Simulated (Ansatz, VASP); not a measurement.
## LiB2C2: VASP beside Ansatz

```
CELL_PARAMETERS angstrom
2.74125 0.00000 0.00000
-1.37062 2.37399 0.00000
0.00000 0.00000 7.40135
ATOMIC_POSITIONS crystal
Li 0.00000 0.00000 0.50000
B 0.33333 0.66667 0.72260
B 0.66667 0.33333 0.27740
C 0.33333 0.66667 0.23899
C 0.66667 0.33333 0.76101
```

Alike in both runs: task single point; functional PBE; k mesh 15 × 15 × 6; occupations gaussian, width 0.1 eV; no spin polarisation.

```csv
,VASP,Ansatz
version,VASP 6.6.1,Ansatz 0.2.0
potentials or method,"VASP PAW PBE potentials, release 64 (Li_sv, B, C), cutoff 520 eV","scalar-relativistic, plane waves, PAW"
valence electrons in the cell,17,17
```

Ansatz gave:

```
gap on the k mesh at the Fermi level (eV) : none
rms of the force components (eV/Å)        : 2.037
```

**Question.** What did VASP give for the same quantities?

**Answer.** gap on the k mesh at the Fermi level (eV): none; rms of the force components (eV/Å): 2.033.

Atom by atom the forces differ by 0.004 eV/Å (rms over components). A gap of «none» marks a metal or a gap that the smearing closes.

Noted on VASP's run: the cutoff is short for stress, so the pressure is rough.
